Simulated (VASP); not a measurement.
# Mn3Sb (Pm-3m) in VASP: further runs

Aim: see how the results for Mn3Sb move with the level of theory and the settings. Levels: PBEsol, r2SCAN. Tasks: single point.

Program: VASP 6.6.1. These are calculated values, not measurements. Logs are shortened: lines on timing, memory, paths and dates and some standing lists are left out, and cuts for length are marked.

## (1) The cell of the first run

It takes space group Pm-3m (No. 221, cubic). Conventional cell: a = 4.035 Å, b = 4.035 Å, c = 4.035 Å, α = 90.00°, β = 90.00°, γ = 90.00°. Within 3.8 Å of Mn (site symmetry 4/mmm) lie 8 Mn at 2.85 Å and 4 Sb at 2.85 Å. Sb (site symmetry m-3m) has 12 Mn at 2.85 Å within 3.8 Å.

## (2) Single point, PBEsol

File INCAR:

```
SYSTEM = Mn3Sb
PREC = Accurate ; ENCUT = 520
EDIFF = 1E-7 ; ISMEAR = -5
SIGMA = 0.1 ; LREAL = .FALSE.
LASPH = .TRUE. ; NELM = 60
ALGO = Normal ; ISIF = 2
LWAVE = .FALSE. ; LCHARG = .FALSE.
GGA = PS ; NBANDS = 30
```

File KPOINTS:

```
Automatic mesh
0
G
  5 5 5
  0 0 0
```

File POSCAR:

```
Mn3Sb
1.0
    4.0347720000      0.0000000000      0.0000000000
    0.0000000000      4.0347720000      0.0000000000
    0.0000000000      0.0000000000      4.0347720000
Mn Sb
3 1
Direct
    0.0000000000      0.5000000000      0.5000000000
    0.5000000000      0.0000000000      0.5000000000
    0.5000000000      0.5000000000      0.0000000000
    0.0000000000      0.0000000000      0.0000000000
```

Potentials or basis: VASP PAW PBE potentials, release 64 (Mn_pv, Sb).

Command:

```
cat potpaw_PBE.64/Mn_pv/POTCAR potpaw_PBE.64/Sb/POTCAR > POTCAR
mpirun -np 1 vasp_std > vasp.out
```

OUTCAR:

```text
SYSTEM = Mn3Sb
   PREC = Accurate
   ENCUT = 520
   EDIFF = 1E-7
   ISMEAR = -5
   LREAL = .FALSE.
   LASPH = .TRUE.
   NELM = 60
   ISIF = 2
   GGA = PS

 ion  position               nearest neighbor table
   1  0.000  0.500  0.500-   2 2.85   3 2.85   4 2.85   3 2.85   4 2.85   2 2.85   4 2.85   4 2.85
                             2 2.85   3 2.85   3 2.85   2 2.85
   2  0.500  0.000  0.500-   1 2.85   3 2.85   4 2.85   3 2.85   4 2.85   1 2.85   3 2.85   3 2.85
                             1 2.85   4 2.85   4 2.85   1 2.85
   3  0.500  0.500  0.000-   1 2.85   2 2.85   4 2.85   1 2.85   2 2.85   2 2.85   4 2.85   2 2.85
                             1 2.85   4 2.85   1 2.85   4 2.85
   4  0.000  0.000  0.000-   1 2.85   2 2.85   3 2.85   1 2.85   2 2.85   1 2.85   3 2.85   1 2.85
                             2 2.85   3 2.85   2 2.85   3 2.85

  LATTYP: Found a simple cubic cell.
 ALAT       =     4.0347720000

  Lattice vectors:

 A1 = (   4.0347720000,   0.0000000000,   0.0000000000)
 A2 = (   0.0000000000,   4.0347720000,   0.0000000000)
 A3 = (   0.0000000000,   0.0000000000,   4.0347720000)

Analysis of symmetry for initial positions (statically):
=====================================================================
 Subroutine PRICEL returns:
 Original cell was already a primitive cell.

 Routine SETGRP: Setting up the symmetry group for a
 simple cubic supercell.

 Subroutine GETGRP returns: Found 48 space group operations
 (whereof 48 operations were pure point group operations)
 out of a pool of 48 trial point group operations.

The static configuration has the point symmetry O_h .

Analysis of symmetry for dynamics (positions and initial velocities):
=====================================================================
 Subroutine PRICEL returns:
 Original cell was already a primitive cell.

 Routine SETGRP: Setting up the symmetry group for a
 simple cubic supercell.

 Subroutine GETGRP returns: Found 48 space group operations
 (whereof 48 operations were pure point group operations)
 out of a pool of 48 trial point group operations.

The dynamic configuration has the point symmetry O_h .

 Subroutine INISYM returns: Found 48 space group operations
 (whereof 48 operations are pure point group operations),
 and found     1 'primitive' translations

----------------------------------------------------------------------------------------

[... 82 lines left out ...]
   NELM   =     60;   NELMIN=  2; NELMDL= -5     # of ELM steps
   EDIFF  = 0.1E-06   stopping-criterion for ELM
   LREAL  =      F    real-space projection
   EDIFFG = 0.1E-05   stopping-criterion for IOM
   NSW    =      0    number of steps for IOM
   IBRION =     -1    ionic relax: 0-MD 1-quasi-New 2-CG
   NFREE  =      0    steps in history (QN), initial steepest desc. (CG)
   ISIF   =      2    stress and relaxation
   ISYM   =      2    0-nonsym 1-usesym 2-fastsym
   POTIM  = 0.5000    time-step for ionic-motion
   TEBEG  =    0.0;   TEEND  =   0.0 temperature during run
   PSTRESS=    0.0 pullay stress
   NELECT =      44.0000    total number of electrons
   NUPDOWN=      -1.0000    fix difference up-down
   EMIN   =  10.00;   EMAX   =-10.00  energy-range for DOS
   EFERMI =   0.00;   METHOD = LEGACY
   ISMEAR =    -5;   SIGMA  =   0.10  broadening in eV -4-tet -1-fermi 0-gaus
   EFERMI_NEDOS =   21; number of points for ismear=-14 and -15
   IALGO  =     38    algorithm
   IMIX   =      4    mixing-type and parameters
     AMIX     =   0.40;   BMIX     =  1.00
     AMIX_MAG =   1.60;   BMIX_MAG =  1.00
  volume/ion in A,a.u.               =      16.42       110.81
  Fermi-wavevector in a.u.,A,eV,Ry     =   1.432430  2.706900 27.917190  2.051856
  Thomas-Fermi vector in A             =   2.552058
   LORBIT       =      0    0 simple, 1 ext, 2 COOP (PROOUT), +10 PAW based schemes
   GGA     = PS    functional components
   LHFCALC =     F    Hartree Fock is set to
   AEXX    =    0.0000 exact exchange contribution
   IVDW    =     0    specifies the selected vdW correction
   LEPSILON=     F    determine dielectric tensor
   LRPA    =     F    only Hartree local field effects (RPA)
 non-spin polarized calculation
 Fermi weights with tetrahedron method with Bloechl corrections
  energy-cutoff  :      520.00
  volume of cell :       65.68
 maximum number of plane-waves:      1791
 NGX is ok and might be reduce to    30
   NGX = 15   NGY = 15   NGZ = 15

 number of electron      44.0000102 magnetization

 Free energy of the ion-electron system (eV)
  ---------------------------------------------------
  ext. energy  EPLUGINS =         0.00000000
  ---------------------------------------------------
  free energy    TOTEN  =       -30.10763090 eV

  energy without entropy =      -30.10763090  energy(sigma->0) =      -30.10763090

 E-fermi :   8.2080     XC(G=0): -12.0065

 val. band max:        8.2165246766   @ k =   0.2000   0.2000   0.0000
 cond. band min:       8.2107344512   @ k =   0.4000   0.4000   0.2000
 fundamental gap:     -0.0057902254
 Fermi energy:         8.2079841846

 k-point     1 :       0.0000    0.0000    0.0000
  band No.  band energies     occupation
      1     -39.4999      2.00000
      2     -39.4999      2.00000
      3     -39.4999      2.00000
      4     -39.4293      2.00000
      5     -39.4293      2.00000
      6     -39.4293      2.00000
[... 319 lines left out ...]
     29       9.2345      0.00000
     30      12.1755      0.00000

------------------------ aborting loop because EDIFF is reached ----------------------------------------

  FORCE on cell =-STRESS in cart. coord.  units (eV):
  Direction    XX          YY          ZZ          XY          YZ          ZX
  --------------------------------------------------------------------------------------
  -------------------------------------------------------------------------------------
  Total      -13.2120132    -13.2120132    -13.2120132     -0.0000000      0.0000000      0.0000000
  in kB     -322.2720094   -322.2720094   -322.2720094     -0.0000000      0.0000000      0.0000000
  external PRESSURE =    -322.2720094 kB  Pullay stress =       0.0000000 kB

 VOLUME and BASIS-vectors are now :
 -----------------------------------------------------------------------------
  energy-cutoff  :      520.00
  volume of cell :       65.68
      direct lattice vectors                 reciprocal lattice vectors
     4.034772000  0.000000000  0.000000000     0.247845479  0.000000000  0.000000000
     0.000000000  4.034772000  0.000000000     0.000000000  0.247845479  0.000000000
     0.000000000  0.000000000  4.034772000     0.000000000  0.000000000  0.247845479

 POSITION                                       TOTAL-FORCE (eV/Angst)
 -----------------------------------------------------------------------------------
      0.00000      2.01739      2.01739         0.000000      0.000000      0.000000
      2.01739      0.00000      2.01739         0.000000      0.000000      0.000000
      2.01739      2.01739      0.00000         0.000000      0.000000      0.000000
      0.00000      0.00000      0.00000         0.000000      0.000000      0.000000
 -----------------------------------------------------------------------------------
    total drift:                                0.000000      0.000000     -0.000000

  FREE ENERGIE OF THE ION-ELECTRON SYSTEM (eV)
  ---------------------------------------------------
  free  energy   TOTEN  =       -30.1076309018 eV

  energy  without entropy=      -30.1076309018  energy(sigma->0) =      -30.10763090
```

stdout:

```text
POSCAR found type information on POSCAR MnSb
 POSCAR found :  2 types and       4 ions
 scaLAPACK will be used
 -----------------------------------------------------------------------------
[... 23 lines left out ...]
|     Tetrahedron method does not include variations of the Fermi             |
|     occupations, so forces and stress will be inaccurate. We suggest        |
|     using a different smearing scheme ISMEAR = 1 or 2 for metals in         |
|     relaxations.                                                            |
|                                                                             |
 -----------------------------------------------------------------------------
```

It took 13 s on 1 thread of Intel Xeon 6975P-C (Granite Rapids), shared host; peak memory 0.17 GiB.

What came out:

```yaml
Free_energy: -30.1076 eV
Pressure: -32.2 GPa
Band_gap_on_the_k_mesh: zero (bands 22 and 23 overlap by 0.22 eV)
```

Caveat: the cell stands under tension; the PAW data sets were made with another functional, which shifts forces and pressure a little; spin-orbit coupling is left out, which moves the levels of the heavy elements; the run has no spin polarisation, though such a crystal can be magnetic; tetrahedron occupations give inexact forces and stress in metals. Spin polarisation is off, so any magnetic state and its effect on volume and gap are missing.

## (3) Single point, r2SCAN

POSCAR is that of step 2.

File INCAR.step1:

```
SYSTEM = Mn3Sb
  PREC = Accurate
  ENCUT = 520
  ISMEAR = -5
  SIGMA = 0.1
  LREAL = .FALSE.
  LASPH = .TRUE.
  NELM = 100
  NBANDS = 30
  GGA = PE
  ALGO = Normal
  EDIFF = 1E-4
  LWAVE = .TRUE.
  LCHARG = .FALSE.
```

File INCAR.step2:

```
SYSTEM = Mn3Sb
  PREC = Accurate
  ENCUT = 520
  EDIFF = 1E-6
  ISMEAR = -5
  SIGMA = 0.1
  LREAL = .FALSE.
  LASPH = .TRUE.
  NELM = 100
  ALGO = Normal
  ISIF = 2
  LWAVE = .FALSE.
  LCHARG = .FALSE.
  METAGGA = R2SCAN
  LMIXTAU = .TRUE.
  NBANDS = 30
  ISTART = 1
```

KPOINTS is that of step 2.

Potentials or basis: VASP PAW PBE potentials, release 64 (Mn_pv, Sb).

Command:

```
cat potpaw_PBE.64/Mn_pv/POTCAR potpaw_PBE.64/Sb/POTCAR > POTCAR
cp INCAR.step1 INCAR
mpirun -np 1 vasp_std > vasp.out
cp INCAR.step2 INCAR
mpirun -np 1 vasp_std > vasp.out
```

OUTCAR:

```text
SYSTEM = Mn3Sb
   PREC = Accurate
   ENCUT = 520
   EDIFF = 1E-6
   ISMEAR = -5
   LREAL = .FALSE.
   LASPH = .TRUE.
   NELM = 100
   ISIF = 2
   METAGGA = R2SCAN
   ISTART = 1

 ion  position               nearest neighbor table
   1  0.000  0.500  0.500-   2 2.85   3 2.85   4 2.85   3 2.85   4 2.85   2 2.85   4 2.85   4 2.85
                             2 2.85   3 2.85   3 2.85   2 2.85
   2  0.500  0.000  0.500-   1 2.85   3 2.85   4 2.85   3 2.85   4 2.85   1 2.85   3 2.85   3 2.85
[... 522 lines left out ...]
  --------------------------------------------------------------------------------------
  -------------------------------------------------------------------------------------
  Total      -12.7005532    -12.7005532    -12.7005532      0.0000000      0.0000000     -0.0000000
  in kB     -309.7962995   -309.7962995   -309.7962995      0.0000000      0.0000000     -0.0000000
  external PRESSURE =    -309.7962995 kB  Pullay stress =       0.0000000 kB

 VOLUME and BASIS-vectors are now :
 -----------------------------------------------------------------------------
  energy-cutoff  :      520.00
  volume of cell :       65.68
      direct lattice vectors                 reciprocal lattice vectors
     4.034772000  0.000000000  0.000000000     0.247845479  0.000000000  0.000000000
     0.000000000  4.034772000  0.000000000     0.000000000  0.247845479  0.000000000
     0.000000000  0.000000000  4.034772000     0.000000000  0.000000000  0.247845479

 POSITION                                       TOTAL-FORCE (eV/Angst)
 -----------------------------------------------------------------------------------
      0.00000      2.01739      2.01739         0.000000      0.000000      0.000000
      2.01739      0.00000      2.01739         0.000000      0.000000      0.000000
      2.01739      2.01739      0.00000         0.000000      0.000000      0.000000
      0.00000      0.00000      0.00000         0.000000      0.000000      0.000000
 -----------------------------------------------------------------------------------
    total drift:                                0.000000      0.000000     -0.000000

  FREE ENERGIE OF THE ION-ELECTRON SYSTEM (eV)
  ---------------------------------------------------
  free  energy   TOTEN  =       -64.9492780525 eV

  energy  without entropy=      -64.9492780525  energy(sigma->0) =      -64.94927805
```

Run time: 77 s. Hardware: 1 thread of Intel Xeon 6975P-C (Granite Rapids), shared host; peak memory 0.17 GiB.

Results:

- Free energy: -64.9493 eV
- Pressure: -31.0 GPa
- Band gap on the k mesh: zero (bands 22 and 23 overlap by 0.21 eV)

Caveat: the cell stands under tension; the PAW data sets were made with another functional, which shifts forces and pressure a little; spin-orbit coupling is left out, which moves the levels of the heavy elements; the run has no spin polarisation, though such a crystal can be magnetic; tetrahedron occupations give inexact forces and stress in metals.
